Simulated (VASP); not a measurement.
# TaH (P4/mbm) in VASP: single point with PBE

Aim: the single point of TaH with PBE.

Everything below comes from runs of VASP 6.6.1. Logs are shortened: lines on timing, memory, paths and dates and some standing lists are left out, and cuts for length are marked.

## (1) The cell of the first run

The structure is tetragonal, space group P4/mbm (No. 127). Conventional cell: a = 5.391 Å, b = 5.391 Å, c = 4.132 Å, α = 90.00°, β = 90.00°, γ = 90.00°. Within 2.8 Å of Ta (site symmetry m2m) lie 2 H at 2.11 Å and 1 Ta at 2.17 Å. H (site symmetry m2m) has 2 Ta at 2.11 Å and 4 H at 2.75 Å within 2.8 Å.

The cell was built from a structure type or drawn by symmetry, and may not be a known phase.

## (2) Single point, PBE

INCAR reads:

```
SYSTEM = TaH
PREC = Accurate ; ENCUT = 520
EDIFF = 1E-6 ; ISMEAR = 0
SIGMA = 0.1 ; LREAL = .FALSE.
LASPH = .TRUE. ; NELM = 100
ALGO = Normal ; ISIF = 2
LWAVE = .FALSE. ; LCHARG = .TRUE.
GGA = PE ; LELF = .TRUE.
LVHAR = .TRUE. ; NBANDS = 34
```

KPOINTS reads:

```
regular mesh
0
G
  4 4 4
  0 0 0
```

POSCAR reads:

```
TaH
1.0
    5.3912032900      0.0000000000      0.0000000000
    0.0000000000      5.3912032900      0.0000000000
    0.0000000000      0.0000000000      4.1324656600
Ta H
4 4
Direct
    0.3578091100      0.8578091100      0.5000000000
    0.6421908900      0.1421908900      0.5000000000
    0.1421908900      0.3578091100      0.5000000000
    0.8578091100      0.6421908900      0.5000000000
    0.6974826300      0.1974826300      0.0000000000
    0.3025173700      0.8025173700      0.0000000000
    0.8025173700      0.6974826300      0.0000000000
    0.1974826300      0.3025173700      0.0000000000
```

Potentials or basis: VASP PAW PBE potentials, release 64 (Ta_pv, H).

Started as:

```console
cat potpaw_PBE.64/Ta_pv/POTCAR potpaw_PBE.64/H/POTCAR > POTCAR
mpirun -np 1 vasp_std > vasp.out
```

OUTCAR:

```text
SYSTEM = TaH
   PREC = Accurate
   ENCUT = 520
   EDIFF = 1E-6
   ISMEAR = 0
   LREAL = .FALSE.
   LASPH = .TRUE.
   NELM = 100
   ISIF = 2
   GGA = PE

 ion  position               nearest neighbor table
   1  0.358  0.858  0.500-   6 2.11   6 2.11   2 2.17   3 2.94   4 2.94   3 2.94   4 2.94
   2  0.642  0.142  0.500-   5 2.11   5 2.11   1 2.17   3 2.94   4 2.94   4 2.94   3 2.94
   3  0.142  0.358  0.500-   8 2.11   8 2.11   4 2.17   2 2.94   1 2.94   1 2.94   2 2.94
   4  0.858  0.642  0.500-   7 2.11   7 2.11   3 2.17   2 2.94   1 2.94   2 2.94   1 2.94
   5  0.697  0.197  0.000-   2 2.11   2 2.11
   6  0.303  0.803  0.000-   1 2.11   1 2.11
   7  0.803  0.697  0.000-   4 2.11   4 2.11
   8  0.197  0.303  0.000-   3 2.11   3 2.11

  LATTYP: Found a simple tetragonal cell.
 ALAT       =     5.3912032900
 C/A-ratio  =     0.7665200954

  Lattice vectors:

 A1 = (   5.3912032900,   0.0000000000,   0.0000000000)
 A2 = (   0.0000000000,   5.3912032900,   0.0000000000)
 A3 = (   0.0000000000,   0.0000000000,   4.1324656600)

Analysis of symmetry for initial positions (statically):
=====================================================================
 Subroutine PRICEL returns:
 Original cell was already a primitive cell.

 Routine SETGRP: Setting up the symmetry group for a
 simple tetragonal supercell.

 Subroutine GETGRP returns: Found 16 space group operations
 (whereof  8 operations were pure point group operations)
 out of a pool of 16 trial point group operations.

The static configuration has the point symmetry C_4h.
 The point group associated with its full space group is D_4h.

Analysis of symmetry for dynamics (positions and initial velocities):
=====================================================================
 Subroutine PRICEL returns:
 Original cell was already a primitive cell.

 Routine SETGRP: Setting up the symmetry group for a
 simple tetragonal supercell.

 Subroutine GETGRP returns: Found 16 space group operations
 (whereof  8 operations were pure point group operations)
 out of a pool of 16 trial point group operations.

The dynamic configuration has the point symmetry C_4h.
 The point group associated with its full space group is D_4h.

 Subroutine INISYM returns: Found 16 space group operations
 (whereof  8 operations are pure point group operations),
 and found     1 'primitive' translations

----------------------------------------------------------------------------------------

                                     Primitive cell

  volume of cell :     120.1104

  direct lattice vectors                    reciprocal lattice vectors
     5.391203290  0.000000000  0.000000000     0.185487348  0.000000000  0.000000000
     0.000000000  5.391203290  0.000000000     0.000000000  0.185487348  0.000000000
     0.000000000  0.000000000  4.132465660     0.000000000  0.000000000  0.241986282

  length of vectors
     5.391203290  5.391203290  4.132465660     0.185487348  0.185487348  0.241986282

  position of ions in fractional coordinates (direct lattice)
     0.357809110  0.857809110  0.500000000
     0.642190890  0.142190890  0.500000000
     0.142190890  0.357809110  0.500000000
     0.857809110  0.642190890  0.500000000
     0.697482630  0.197482630  0.000000000
     0.302517370  0.802517370  0.000000000
     0.802517370  0.697482630  0.000000000
     0.197482630  0.302517370  0.000000000

  ion indices of the primitive-cell ions
   primitive index   ion index
                 1           1
                 2           2
                 3           3
                 4           4
                 5           5
                 6           6
                 7           7
                 8           8

----------------------------------------------------------------------------------------

 KPOINTS: regular mesh

Automatic generation of k-mesh.
 Grid dimensions read from file:
 generate k-points for:    4    4    4

 Generating k-lattice:

  Cartesian coordinates                     Fractional coordinates (reciprocal lattice)
     0.046371837  0.000000000  0.000000000     0.250000000  0.000000000  0.000000000
     0.000000000  0.046371837  0.000000000     0.000000000  0.250000000  0.000000000
     0.000000000  0.000000000  0.060496570     0.000000000  0.000000000  0.250000000

  Length of vectors
     0.046371837  0.046371837  0.060496570

  Shift w.r.t. Gamma in fractional coordinates (k-lattice)
     0.000000000  0.000000000  0.000000000

 Subroutine IBZKPT returns following result:
 ===========================================

 Found     18 irreducible k-points:

 Following reciprocal coordinates:
            Coordinates               Weight
  0.000000  0.000000  0.000000      1.000000
  0.250000  0.000000  0.000000      4.000000
  0.500000  0.000000  0.000000      2.000000
  0.250000  0.250000  0.000000      4.000000
  0.500000  0.250000  0.000000      4.000000
  0.500000  0.500000  0.000000      1.000000
[... 10 lines left out ...]
  0.500000  0.250000  0.500000      4.000000
  0.500000  0.500000  0.500000      1.000000
   k-points           NKPTS =     18   k-points in BZ     NKDIM =     18   number of bands    NBANDS=     34
   number of dos      NEDOS =    301   number of ions     NIONS =      8
   total plane-waves  NPLWV =  51200
   dimension x,y,z NGX =    40 NGY =   40 NGZ =   32
   dimension x,y,z NGXF=    80 NGYF=   80 NGZF=   64
   ions per type =               4   4
   NGX,Y,Z   is equivalent  to a cutoff of  12.33, 12.33, 12.87 a.u.
   NGXF,Y,Z  is equivalent  to a cutoff of  24.67, 24.67, 25.75 a.u.
 SYSTEM =  TaH
   PREC   = accura    normal or accurate (medium, high low for compatibility)
   ISTART =      0    job   : 0-new  1-cont  2-samecut
   ICHARG =      2    charge: 1-file 2-atom 10-const
   ISPIN  =      1    spin polarized calculation?
   LNONCOLLINEAR =      F non collinear calculations
   LSORBIT =      F    spin-orbit coupling
   LASPH  =      T    aspherical Exc in radial PAW
   ENCUT  =  520.0 eV  38.22 Ry    6.18 a.u.  10.02 10.02  7.68*2*pi/ulx,y,z
   NELM   =    100;   NELMIN=  2; NELMDL= -5     # of ELM steps
   EDIFF  = 0.1E-05   stopping-criterion for ELM
   LREAL  =      F    real-space projection
[... 7 lines left out ...]
   TEBEG  =    0.0;   TEEND  =   0.0 temperature during run
   PSTRESS=    0.0 pullay stress
   NELECT =      48.0000    total number of electrons
   NUPDOWN=      -1.0000    fix difference up-down
   EMIN   =  10.00;   EMAX   =-10.00  energy-range for DOS
   EFERMI =   0.00;   METHOD = LEGACY
   ISMEAR =     0;   SIGMA  =   0.10  broadening in eV -4-tet -1-fermi 0-gaus
   EFERMI_NEDOS =   21; number of points for ismear=-14 and -15
   IALGO  =     38    algorithm
   IMIX   =      4    mixing-type and parameters
     AMIX     =   0.40;   BMIX     =  1.00
     AMIX_MAG =   1.60;   BMIX_MAG =  1.00
  volume/ion in A,a.u.               =      15.01       101.32
  Fermi-wavevector in a.u.,A,eV,Ry     =   1.205855  2.278735 19.784039  1.454086
  Thomas-Fermi vector in A             =   2.341539
   LORBIT       =      0    0 simple, 1 ext, 2 COOP (PROOUT), +10 PAW based schemes
   GGA     = PE    functional components
   LHFCALC =     F    Hartree Fock is set to
   AEXX    =    0.0000 exact exchange contribution
   IVDW    =     0    specifies the selected vdW correction
   LEPSILON=     F    determine dielectric tensor
   LRPA    =     F    only Hartree local field effects (RPA)
 non-spin polarized calculation
 Gauss-broadening in eV      SIGMA  =   0.10
  energy-cutoff  :      520.00
  volume of cell :      120.11
 maximum number of plane-waves:      3260
   NGX = 21   NGY = 21   NGZ = 15

 number of electron      47.9999998 magnetization

 Free energy of the ion-electron system (eV)
  ---------------------------------------------------
  ext. energy  EPLUGINS =         0.00000000
  ---------------------------------------------------
  free energy    TOTEN  =       -50.68856541 eV

  energy without entropy =      -50.66341827  energy(sigma->0) =      -50.67599184

 E-fermi :   2.3517     XC(G=0): -10.2581

 val. band max:        2.3400621649   @ k =   0.0000   0.0000   0.2500
 cond. band min:       2.4045171211   @ k =   0.2500   0.0000   0.0000
 fundamental gap:      0.0644549562
 Fermi energy:         2.3517300920

 k-point     1 :       0.0000    0.0000    0.0000
  band No.  band energies     occupation
      1     -34.0384      2.00000
      2     -33.6502      2.00000
      3     -32.3533      2.00000
      4     -32.3434      2.00000
      5     -32.3434      2.00000
      6     -32.2307      2.00000
[... 26 lines left out ...]
     33       6.6141      0.00000
     34       7.0270      0.00000

 k-point     2 :       0.2500    0.0000    0.0000
  band No.  band energies     occupation
      1     -33.9974      2.00000
      2     -33.7288      2.00000
      3     -32.3362      2.00000
      4     -32.3256      2.00000
      5     -32.3092      2.00000
      6     -32.2497      2.00000
[... 26 lines left out ...]
     33       5.9345      0.00000
     34       6.8547      0.00000

 k-point     3 :       0.5000    0.0000    0.0000
  band No.  band energies     occupation
      1     -33.8807      2.00000
      2     -33.8807      2.00000
      3     -32.2939      2.00000
      4     -32.2939      2.00000
      5     -32.2910      2.00000
      6     -32.2910      2.00000
[... 26 lines left out ...]
     33       5.9145      0.00000
     34       5.9145      0.00000

 k-point     4 :       0.2500    0.2500    0.0000
  band No.  band energies     occupation
      1     -33.9592      2.00000
      2     -33.7663      2.00000
      3     -32.3650      2.00000
      4     -32.3234      2.00000
      5     -32.2683      2.00000
      6     -32.2622      2.00000
[... 26 lines left out ...]
     33       5.9913      0.00000
     34       6.6020      0.00000

 k-point     5 :       0.5000    0.2500    0.0000
  band No.  band energies     occupation
      1     -33.8631      2.00000
      2     -33.8631      2.00000
      3     -32.3178      2.00000
      4     -32.3178      2.00000
      5     -32.2926      2.00000
      6     -32.2926      2.00000
[... 399 lines left out ...]
 k-point    16 :       0.2500    0.2500    0.5000
  band No.  band energies     occupation
      1     -33.9577      2.00000
      2     -33.7650      2.00000
      3     -32.3636      2.00000
      4     -32.3467      2.00000
      5     -32.2833      2.00000
      6     -32.2671      2.00000
[... 26 lines left out ...]
     33       5.2296      0.00000
     34       5.4239      0.00000

 k-point    17 :       0.5000    0.2500    0.5000
  band No.  band energies     occupation
      1     -33.8616      2.00000
      2     -33.8616      2.00000
      3     -32.3165      2.00000
      4     -32.3165      2.00000
      5     -32.3149      2.00000
      6     -32.3149      2.00000
[... 26 lines left out ...]
     33       5.0740      0.00000
     34       5.0740      0.00000

 k-point    18 :       0.5000    0.5000    0.5000
  band No.  band energies     occupation
      1     -33.8434      2.00000
      2     -33.8434      2.00000
      3     -32.3444      2.00000
      4     -32.3444      2.00000
      5     -32.3136      2.00000
      6     -32.3136      2.00000
[... 26 lines left out ...]
     33       5.0238      0.00000
     34       5.0238      0.00000

------------------------ aborting loop because EDIFF is reached ----------------------------------------

  FORCE on cell =-STRESS in cart. coord.  units (eV):
  Direction    XX          YY          ZZ          XY          YZ          ZX
  --------------------------------------------------------------------------------------
  -------------------------------------------------------------------------------------
  Total       11.3960982     11.3960982    -18.8025025      0.0000000      0.0000000      0.0000000
  in kB      152.0148785    152.0148785   -250.8104150      0.0000000      0.0000000      0.0000000
  external PRESSURE =      17.7397807 kB  Pullay stress =       0.0000000 kB

 VOLUME and BASIS-vectors are now :
 -----------------------------------------------------------------------------
  energy-cutoff  :      520.00
  volume of cell :      120.11
      direct lattice vectors                 reciprocal lattice vectors
     5.391203290  0.000000000  0.000000000     0.185487348  0.000000000  0.000000000
     0.000000000  5.391203290  0.000000000     0.000000000  0.185487348  0.000000000
     0.000000000  0.000000000  4.132465660     0.000000000  0.000000000  0.241986282

 POSITION                                       TOTAL-FORCE (eV/Angst)
 -----------------------------------------------------------------------------------
      1.92902      4.62462      2.06623        -4.763130     -4.763130      0.000000
      3.46218      0.76658      2.06623         4.763130      4.763130      0.000000
      0.76658      1.92902      2.06623         4.763130     -4.763130     -0.000000
      4.62462      3.46218      2.06623        -4.763130      4.763130      0.000000
      3.76027      1.06467      0.00000        -0.279656     -0.279656      0.000000
      1.63093      4.32653      0.00000         0.279656      0.279656      0.000000
      4.32653      3.76027      0.00000         0.279656     -0.279656      0.000000
      1.06467      1.63093      0.00000        -0.279656      0.279656     -0.000000
 -----------------------------------------------------------------------------------
    total drift:                                0.000000     -0.000000     -0.000000

  FREE ENERGIE OF THE ION-ELECTRON SYSTEM (eV)
  ---------------------------------------------------
  free  energy   TOTEN  =       -50.6885654087 eV

  energy  without entropy=      -50.6634182734  energy(sigma->0) =      -50.67599184
```

Run time: 2.9 min. Hardware: 1 thread of Intel Xeon 8259CL, shared host; peak memory 0.24 GiB.

What came out:

```
Free energy            : -50.6886 eV
Pressure               : 1.8 GPa
Largest force          : 6.736 eV/Å
Band gap on the k mesh : zero (bands 24 and 25 overlap by 0.60 eV)
```

Forces in eV/Å, atoms in the order of the input:
```
Ta  -4.763 -4.763  0.000
Ta   4.763  4.763  0.000
Ta   4.763 -4.763  0.000
Ta  -4.763  4.763  0.000
H   -0.280 -0.280  0.000
H    0.280  0.280  0.000
H    0.280 -0.280  0.000
H   -0.280  0.280  0.000
```

Levels at points of the mesh, in eV from the Fermi level:
```
           k point  band 22  band 23  band 24  band 25  band 26  band 27
(0.00, 0.00, 0.00)    -0.30    -0.29    -0.28     0.12     0.12     0.61
(0.50, 0.00, 0.00)    -1.77     0.10     0.10     0.49     0.49     0.55
(0.50, 0.50, 0.00)    -1.39    -0.35    -0.35    -0.24    -0.24     2.40
(0.00, 0.00, 0.50)    -0.73    -0.63    -0.33     0.43     0.48     0.48
(0.50, 0.00, 0.50)    -1.01     0.31     0.31     0.52     0.52     0.56
(0.50, 0.50, 0.50)    -1.09    -0.63    -0.63     0.85     0.85     0.93
```

Caveat: the k points lie up to 0.38 Å⁻¹ apart, too coarse for converged energies and pressures of a metal; spin-orbit coupling is left out, which moves the levels of the heavy elements; forces of over 1 eV/Å act on the atoms, so gaps and moduli don't describe the material at rest.
